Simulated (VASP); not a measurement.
# Pt (I4/mmm) in VASP: notebook, part 2 of 2

VASP 6.6.1. The steps go on from the part before.

**3. Single point, r2SCAN (strain -0.030 along x and y, +0.015 along z)**

POSCAR

```
Pt
1.0
   -1.5224017996      1.5224017996      1.5930286872
    1.5224017996     -1.5224017996      1.5930286872
    1.5224017996      1.5224017996     -1.5930286872
Pt
1
Direct
    0.0000000000      0.0000000000      0.0000000000
```

INCAR.step1

```
SYSTEM = Pt
ALGO = Normal
EDIFF = 1E-4
ENCUT = 520
GGA = PE
ISMEAR = 0
LASPH = .True.
LCHARG = .False.
LREAL = .False.
LWAVE = .True.
NBANDS = 11
NELM = 100
PREC = Accurate
SIGMA = 0.15
```

INCAR.step2

```
SYSTEM = Pt
ALGO = Normal
EDIFF = 1E-6
ENCUT = 520
ISIF = 2
ISMEAR = 0
ISTART = 1
LASPH = .True.
LCHARG = .True.
LELF = .True.
LMIXTAU = .True.
LREAL = .False.
LVHAR = .True.
LWAVE = .False.
METAGGA = R2SCAN
NBANDS = 11
NELM = 100
PREC = Accurate
SIGMA = 0.15
```

KPOINTS

```
k-points
0
Gamma
  26 26 26
  0 0 0
```

Potentials or basis: VASP PAW PBE potentials, release 64 (Pt).

Command:

```console
$ cat potpaw_PBE.64/Pt/POTCAR > POTCAR
$ cp INCAR.step1 INCAR
$ mpirun -np 1 vasp_std > vasp.out
$ cp INCAR.step2 INCAR
$ mpirun -np 1 vasp_std > vasp.out
```

OUTCAR:

```text
SYSTEM = Pt
   EDIFF = 1E-6
   ENCUT = 520
   ISIF = 2
   ISMEAR = 0
   ISTART = 1
   LASPH = .True.
   LREAL = .False.
   METAGGA = R2SCAN
   NELM = 100
   PREC = Accurate

 ion  position               nearest neighbor table
   1  0.000  0.000  0.000-

  LATTYP: Found a body centered tetragonal cell.
 ALAT       =     3.0448035992
 C/A-ratio  =     1.0463917526

  Lattice vectors:

 A1 = (  -1.5224017996,   1.5224017996,   1.5930286872)
 A2 = (   1.5224017996,  -1.5224017996,   1.5930286872)
 A3 = (   1.5224017996,   1.5224017996,  -1.5930286872)

Analysis of symmetry for initial positions (statically):
=====================================================================
 Subroutine PRICEL returns:
 Original cell was already a primitive cell.

 Routine SETGRP: Setting up the symmetry group for a
 body centered tetragonal supercell.

 Subroutine GETGRP returns: Found 16 space group operations
 (whereof 16 operations were pure point group operations)
 out of a pool of 16 trial point group operations.

The static configuration has the point symmetry D_4h.

Analysis of symmetry for dynamics (positions and initial velocities):
=====================================================================
 Subroutine PRICEL returns:
 Original cell was already a primitive cell.

 Routine SETGRP: Setting up the symmetry group for a
 body centered tetragonal supercell.

 Subroutine GETGRP returns: Found 16 space group operations
 (whereof 16 operations were pure point group operations)
 out of a pool of 16 trial point group operations.

The dynamic configuration has the point symmetry D_4h.

 Subroutine INISYM returns: Found 16 space group operations
 (whereof 16 operations are pure point group operations),
 and found     1 'primitive' translations

----------------------------------------------------------------------------------------
[... 114 lines left out ...]
  Thomas-Fermi vector in A             =   2.556628
   LORBIT       =      0    0 simple, 1 ext, 2 COOP (PROOUT), +10 PAW based schemes
   METAGGA = R2SCAN    functional components
   LHFCALC =     F    Hartree Fock is set to
   AEXX    =    0.0000 exact exchange contribution
   IVDW    =     0    specifies the selected vdW correction
   LEPSILON=     F    determine dielectric tensor
   LRPA    =     F    only Hartree local field effects (RPA)
 non-spin polarized calculation
 Gauss-broadening in eV      SIGMA  =   0.15
  energy-cutoff  :      520.00
  volume of cell :       14.77
 maximum number of plane-waves:       412
   NGX =  9   NGY =  9   NGZ =  9

 number of electron       9.9999999 magnetization

 Free energy of the ion-electron system (eV)
  ---------------------------------------------------
  ext. energy  EPLUGINS =         0.00000000
  ---------------------------------------------------
  free energy    TOTEN  =       -51.38841202 eV

  energy without entropy =      -51.38000921  energy(sigma->0) =      -51.38421062

 E-fermi :  11.2247     XC(G=0): -14.7581

 val. band max:       11.2246324588   @ k =  -0.3077  -0.4615   0.1538
 cond. band min:      11.2290038309   @ k =  -0.2308   0.2308   0.2308
 fundamental gap:      0.0043713721
 Fermi energy:        11.2247064040

 k-point     1 :       0.0000    0.0000    0.0000
  band No.  band energies     occupation
      1       0.7158      2.00000
      2       7.0754      2.00000
      3       7.0754      2.00000
      4       7.4918      2.00000
      5       9.6803      2.00000
      6      10.1954      2.00000
      7      28.6490      0.00000
      8      29.5877      0.00000
      9      29.5877      0.00000
     10      39.7190      0.00000
     11      40.1860      0.00000
[... 309 lines left out ...]
 k-point    24 :       0.3846    0.0385    0.0000
  band No.  band energies     occupation
      1       3.7925      2.00000
      2       5.8628      2.00000
      3       9.1874      2.00000
      4       9.7122      2.00000
      5      10.4523      2.00000
      6      11.9409      0.00000
      7      20.4223      0.00000
      8      26.0022      0.00000
      9      29.8016      0.00000
     10      36.9538      0.00000
     11      37.2926      0.00000

 [... further k-points ...]

------------------------ aborting loop because EDIFF is reached ----------------------------------------

  FORCE on cell =-STRESS in cart. coord.  units (eV):
  Direction    XX          YY          ZZ          XY          YZ          ZX
  --------------------------------------------------------------------------------------
  -------------------------------------------------------------------------------------
  Total        1.2143266      1.2143266      1.5854589      0.0000000      0.0000000      0.0000000
  in kB      131.7358339    131.7358339    171.9980082      0.0000000      0.0000000      0.0000000
  external PRESSURE =     145.1565587 kB  Pullay stress =       0.0000000 kB

 VOLUME and BASIS-vectors are now :
 -----------------------------------------------------------------------------
  energy-cutoff  :      520.00
  volume of cell :       14.77
      direct lattice vectors                 reciprocal lattice vectors
    -1.522401800  1.522401800  1.593028687     0.000000000  0.328428408  0.313867543
     1.522401800 -1.522401800  1.593028687     0.328428408  0.000000000  0.313867543
     1.522401800  1.522401800 -1.593028687     0.328428408  0.328428408  0.000000000

 POSITION                                       TOTAL-FORCE (eV/Angst)
 -----------------------------------------------------------------------------------
      0.00000      0.00000      0.00000        -0.000000     -0.000000     -0.000000
 -----------------------------------------------------------------------------------
    total drift:                                0.000000     -0.000000      0.000000

  FREE ENERGIE OF THE ION-ELECTRON SYSTEM (eV)
  ---------------------------------------------------
  free  energy   TOTEN  =       -51.3884120200 eV

  energy  without entropy=      -51.3800092120  energy(sigma->0) =      -51.38421062
```

OUTCAR.step1:

```text
SYSTEM = Pt
   EDIFF = 1E-4
   ENCUT = 520
   GGA = PE
   ISMEAR = 0
   LASPH = .True.
[... 556 lines left out ...]
 -----------------------------------------------------------------------------------
      0.00000      0.00000      0.00000        -0.000000      0.000000      0.000000
 -----------------------------------------------------------------------------------
    total drift:                                0.000000     -0.000000      0.000000

  FREE ENERGIE OF THE ION-ELECTRON SYSTEM (eV)
  ---------------------------------------------------
  free  energy   TOTEN  =        -5.9565482233 eV

  energy  without entropy=       -5.9473653185  energy(sigma->0) =       -5.95195677
```

Wall time 11 min (1 thread of AMD EPYC 7R13 (Zen 3), shared host); peak memory 0.28 GiB.

Results:

```yaml
Free_energy: -51.3884 eV
Pressure: 14.5 GPa
Band_gap_on_the_k_mesh: zero (bands 5 and 6 overlap by 2.65 eV)
```

Stress tensor (GPa, compression positive):
```
13.17  0.00  0.00
 0.00 13.17  0.00
 0.00  0.00 17.20
```

Caveat: the cell differs from its parent crystal (strain -0.030 along x and y, +0.015 along z); the cell stands under pressure; the PAW data sets were made with another functional, which shifts forces and pressure a little; spin-orbit coupling is left out, which moves the levels of the heavy elements.

**4. Single point, r2SCAN (strain -0.030 along x and y, +0.030 along z)**

POSCAR

```
Pt
1.0
   -1.5224017996      1.5224017996      1.6165709830
    1.5224017996     -1.5224017996      1.6165709830
    1.5224017996      1.5224017996     -1.6165709830
Pt
1
Direct
    0.0000000000      0.0000000000      0.0000000000
```

INCAR.step1

```
SYSTEM = Pt
  PREC = Accurate
  ENCUT = 520
  ISMEAR = 0
  SIGMA = 0.15
  LREAL = .FALSE.
  LASPH = .TRUE.
  NELM = 100
  NBANDS = 11
  GGA = PE
  ALGO = Normal
  EDIFF = 1E-4
  LWAVE = .TRUE.
  LCHARG = .FALSE.
```

INCAR.step2

```
SYSTEM = Pt
  PREC = Accurate
  ENCUT = 520
  EDIFF = 1E-6
  ISMEAR = 0
  SIGMA = 0.15
  LREAL = .FALSE.
  LASPH = .TRUE.
  NELM = 100
  ALGO = Normal
  ISIF = 2
  LWAVE = .FALSE.
  LCHARG = .TRUE.
  METAGGA = R2SCAN
  LMIXTAU = .TRUE.
  LELF = .TRUE.
  LVHAR = .TRUE.
  NBANDS = 11
  ISTART = 1
```

KPOINTS

```
regular mesh
0
G
  26 26 26
  0 0 0
```

Command:

```console
$ cat potpaw_PBE.64/Pt/POTCAR > POTCAR
$ cp INCAR.step1 INCAR
$ mpirun -np 1 vasp_std > vasp.out
$ cp INCAR.step2 INCAR
$ mpirun -np 1 vasp_std > vasp.out
```

It took 8.8 min on 1 thread of AMD EPYC 7R13 (Zen 3), shared host; peak memory 0.28 GiB.

It converged, with:

```
Free energy            : -51.4089 eV
Pressure               : 9.7 GPa
Band gap on the k mesh : zero (bands 5 and 6 overlap by 2.58 eV)
```

Stress tensor (GPa, compression positive):
```
 8.05  0.00  0.00
 0.00  8.05  0.00
 0.00  0.00 12.85
```

Levels at points of the mesh, in eV from the Fermi level:
| k point | band 2 | band 3 | band 4 | band 5 | band 6 | band 7 | band 8 | band 9 |
| --- | --- | --- | --- | --- | --- | --- | --- | --- |
| (0.00, 0.00, 0.00) | -4.09 | -4.09 | -3.56 | -1.61 | -0.96 | 17.26 | 18.47 | 18.47 |
| (0.50, 0.00, 0.00) | -5.32 | -1.81 | -0.82 | 0.12 | 1.11 | 6.89 | 14.28 | 17.60 |
| (0.50, 0.50, 0.00) | -5.92 | -0.95 | -0.64 | 0.52 | 1.26 | 7.46 | 13.62 | 16.06 |
| (0.50, 0.50, 0.50) | -6.88 | 0.45 | 0.66 | 0.66 | 6.95 | 8.88 | 8.88 | 14.06 |

Caveat: the cell differs from its parent crystal (strain -0.030 along x and y, +0.030 along z); the cell stands under pressure; the PAW data sets were made with another functional, which shifts forces and pressure a little; spin-orbit coupling is left out, which moves the levels of the heavy elements.

**5. The runs side by side**

```tsv
cell	gap on the mesh (eV)	pressure (GPa)
a = 2.664 Å, angles 109.1, 109.1, 110.3°, 1 atom	none	19.8
a = 2.678 Å, angles 110.7, 110.7, 107.0°, 1 atom	none	14.5
a = 2.692 Å, angles 111.1, 111.1, 106.2°, 1 atom	none	9.7
```

Alike in all rows: task single point; level r2SCAN; potentials or basis VASP PAW PBE potentials, release 64 (Pt); no spin polarisation; k mesh 26 × 26 × 26; cutoff (eV) 520; smearing gaussian 0.15 eV.

Caveats: the cell stands under pressure; the PAW data sets were made with another functional, which shifts forces and pressure a little; spin-orbit coupling is left out, which moves the levels of the heavy elements.

Absolute energies hang on the potentials; compare differences alone.
